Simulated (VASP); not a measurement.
A run of VASP 6.6.1 is set up as follows.

Contents of INCAR:

```
SYSTEM = C
  PREC = Accurate
  ENCUT = 520
  EDIFF = 1E-6
  ISMEAR = 0
  SIGMA = 0.05
  LREAL = .False.
  LASPH = .True.
  NELM = 80
  ALGO = Normal
  ISIF = 2
  LWAVE = .False.
  LCHARG = .False.
  GGA = CA
  NBANDS = 11
```

KPOINTS

```
regular mesh
0
Gamma
  12 12 12
  0 0 0
```

The input POSCAR:

```
C
1.0
    0.0000000000      1.6385613781      1.8045476457
    1.6385613781      0.0000000000      1.8045476457
    1.6385613781      1.6385613781      0.0000000000
C
2
Direct
    0.5000000000      0.5000000000      0.5000000000
    0.7500000000      0.7500000000      0.7500000000
```

Potentials or basis: VASP PAW LDA potentials, release 64 (C).

Command:

```sh
$ cat potpaw_LDA.64/C/POTCAR > POTCAR
$ mpirun -np 1 vasp_std > vasp.out
```

(1) Predict the pressure.

(2) Predict the band gap on the k mesh.

## Answers

(1) 77.5 GPa.

(2) 3.18 eV, indirect (least direct gap 5.07 eV).
